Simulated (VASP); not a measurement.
# NbH2 (Fm-3m) in VASP: further runs, part 2 of 2

VASP 6.6.1.

**4. Single point, PBEsol**

This run uses another cell than the first one, of 8.00 Å³/atom, 1.049 times its volume.

File INCAR:

```
PREC = Accurate ; ENCUT = 520
EDIFF = 1E-7 ; ISMEAR = 0
SIGMA = 0.05 ; LREAL = False
LASPH = True ; NELM = 80
ALGO = Normal ; ISIF = 2
LWAVE = False ; LCHARG = False
GGA = PS ; NBANDS = 14
```

File KPOINTS:

```
Automatic mesh
0
Gamma
  12 12 12
```

File POSCAR:

```
NbH2
1.0
    0.0000000000      2.2890797899      2.2890797899
    2.2890797899      0.0000000000      2.2890797899
    2.2890797899      2.2890797899      0.0000000000
Nb H
1 2
Direct
    0.0000000000      0.0000000000      0.0000000000
    0.2500000000      0.2500000000      0.2500000000
    0.7500000000      0.7500000000      0.7500000000
```

Potentials or basis: VASP PAW PBE potentials, release 64 (Nb_sv, H).

On the command line:

```bash
> cat potpaw_PBE.64/Nb_sv/POTCAR potpaw_PBE.64/H/POTCAR > POTCAR
> mpirun -np 1 vasp_std > vasp.out
```

OUTCAR:

```text
PREC = Accurate
   ENCUT = 520
   EDIFF = 1E-7
   ISMEAR = 0
   LREAL = False
   LASPH = True
   NELM = 80
   ISIF = 2
   GGA = PS

 ion  position               nearest neighbor table
   1  0.000  0.000  0.000-
   2  0.250  0.250  0.250-
   3  0.750  0.750  0.750-

  LATTYP: Found a face centered cubic cell.
 ALAT       =     4.5781595798

  Lattice vectors:

 A1 = (   0.0000000000,   2.2890797899,   2.2890797899)
 A2 = (   2.2890797899,   0.0000000000,   2.2890797899)
[... 587 lines left out ...]
     10      12.9883      0.00000
     11      15.3434      0.00000
     12      16.8658      0.00000
     13      18.8869      0.00000
     14      22.0064      0.00000

 [... further k-points ...]
[... 5 lines left out ...]
  --------------------------------------------------------------------------------------
  -------------------------------------------------------------------------------------
  Total       -1.1139632     -1.1139632     -1.1139632     -0.0000000      0.0000000      0.0000000
  in kB      -74.3992657    -74.3992657    -74.3992657     -0.0000000      0.0000000      0.0000000
  external PRESSURE =     -74.3992657 kB  Pullay stress =       0.0000000 kB

 VOLUME and BASIS-vectors are now :
 -----------------------------------------------------------------------------
  energy-cutoff  :      520.00
  volume of cell :       23.99
      direct lattice vectors                 reciprocal lattice vectors
     0.000000000  2.289079790  2.289079790    -0.218428384  0.218428384  0.218428384
     2.289079790  0.000000000  2.289079790     0.218428384 -0.218428384  0.218428384
     2.289079790  2.289079790  0.000000000     0.218428384  0.218428384 -0.218428384

 POSITION                                       TOTAL-FORCE (eV/Angst)
 -----------------------------------------------------------------------------------
      0.00000      0.00000      0.00000         0.000000     -0.000000      0.000000
      1.14454      1.14454      1.14454         0.000000      0.000000      0.000000
      3.43362      3.43362      3.43362        -0.000000     -0.000000     -0.000000
 -----------------------------------------------------------------------------------
    total drift:                               -0.000000      0.000000      0.000000

  FREE ENERGIE OF THE ION-ELECTRON SYSTEM (eV)
  ---------------------------------------------------
  free  energy   TOTEN  =       -18.4770605484 eV

  energy  without entropy=      -18.4755073200  energy(sigma->0) =      -18.47628393
```

OSZICAR:

```text
N       E                     dE             d eps       ncg     rms          rms(c)
DAV:   1     0.119842593156E+03    0.11984E+03   -0.78841E+03  2016   0.105E+03
DAV:   2    -0.149824148195E+02   -0.13483E+03   -0.12700E+03  2376   0.372E+02
DAV:   3    -0.196848931545E+02   -0.47025E+01   -0.45344E+01  3050   0.614E+01
DAV:   4    -0.198872363264E+02   -0.20234E+00   -0.20171E+00  2554   0.114E+01
DAV:   5    -0.198923451534E+02   -0.51088E-02   -0.51075E-02  3014   0.170E+00    0.922E+00
DAV:   6    -0.186194353965E+02    0.12729E+01   -0.14416E+00  3162   0.139E+01    0.278E+00
DAV:   7    -0.184793169353E+02    0.14012E+00   -0.34057E-01  3336   0.556E+00    0.777E-01
DAV:   8    -0.184769030066E+02    0.24139E-02   -0.27202E-02  2776   0.199E+00    0.274E-01
DAV:   9    -0.184771419095E+02   -0.23890E-03   -0.27360E-03  3302   0.499E-01    0.748E-02
DAV:  10    -0.184770616070E+02    0.80302E-04   -0.18441E-04  2234   0.120E-01    0.115E-02
DAV:  11    -0.184770613664E+02    0.24068E-06   -0.12772E-05  2896   0.280E-02    0.499E-03
DAV:  12    -0.184770605381E+02    0.82829E-06   -0.69857E-07  2868   0.947E-03    0.245E-03
DAV:  13    -0.184770605484E+02   -0.10352E-07   -0.11434E-07  1510   0.543E-03
   1 F= -.18477061E+02 E0= -.18476284E+02  d E =-.155323E-02
```

stdout:

```text
POSCAR found type information on POSCAR NbH
 POSCAR found :  2 types and       3 ions
 scaLAPACK will be used
 -----------------------------------------------------------------------------
|                                                                             |
|                                                                             |
|     You enforced a specific xc type in the INCAR file but a different       |
|     I HOPE YOU KNOW WHAT YOU ARE DOING!                                     |
|                                                                             |
 -----------------------------------------------------------------------------

 LDA part: xc-table for (Slater+PW92), standard interpolation
 POSCAR, INCAR and KPOINTS ok, starting setup
 FFT: planning ... GRIDC
 FFT: planning ... GRID_SOFT
 FFT: planning ... GRID
 WAVECAR not read
 entering main loop
```

Run time: 13 s. Hardware: 1 thread of Intel Xeon Platinum 8488C (Sapphire Rapids), shared host; peak memory 0.15 GiB.

What came out:

```yaml
Free_energy: -18.4771 eV
Pressure: -7.4 GPa
```

Levels at points of the mesh, in eV from the Fermi level:
```
           k point  band 5  band 6  band 7  band 8  band 9  band 10
(0.00, 0.00, 0.00)  -10.64   -1.36   -1.36   -1.36   -1.06     1.23
(0.50, 0.00, 0.00)   -8.31   -4.92   -1.21   -1.21    2.59     2.59
(0.50, 0.50, 0.00)   -7.44   -5.00   -4.31    2.76    2.81     2.81
```

Caveat: the PAW data sets were made with another functional, which shifts forces and pressure a little.

**5. The runs side by side**

| cell | gap on the mesh (eV) | pressure (GPa) |
| --- | --- | --- |
| a = 3.186 Å, angles 60.0°, 3 atoms | none | 1.1 |
| a = 3.195 Å, angles 60.0°, 3 atoms | none | -0.5 |
| a = 3.237 Å, angles 60.0°, 3 atoms | none | -7.4 |

Alike in all rows: task single point; level PBEsol; potentials or basis VASP PAW PBE potentials, release 64 (Nb_sv, H); no spin polarisation; k mesh 12 × 12 × 12; cutoff (eV) 520; smearing gaussian 0.05 eV.

Caveats: the PAW data sets were made with another functional, which shifts forces and pressure a little.

Absolute energies hang on the potentials; compare differences alone.
